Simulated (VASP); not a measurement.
NaI:

```xyz
4
Lattice="5.4164 0.0000 0.0000 -2.7082 4.6908 0.0000 0.0000 0.0000 6.4622" Properties=species:S:1:pos:R:3 pbc="T T T"
Na    0.0000    3.1272    1.6156
Na    2.7082    1.5636    4.8467
I     2.7082    1.5636    1.6156
I     0.0000    3.1272    4.8467
```

Base run:

| Property | Result |
| --- | --- |
| Program | VASP 6.6.1 |
| Functional | PBE |
| Potentials or basis | VASP PAW PBE potentials, release 64 (Na_pv, I) |
| Cutoff | 520 eV |
| k mesh | 6 × 6 × 4 |
| Occupations | gaussian, width 0.01 eV |
| Spin | no spin polarisation |

Its results: band gap on the k mesh 3.56 eV; pressure 0.4 GPa.

The run is repeated on the same cell with these changes: functional from PBE to r2SCAN. What comes out?

Band gap on the k mesh 4.19 eV; pressure -0.1 GPa.

Caveats: spin-orbit coupling is left out, which moves the levels of the heavy elements; the PAW data sets were made with another functional, which shifts forces and pressure a little (at least some runs).

A k mesh can miss the band edges.
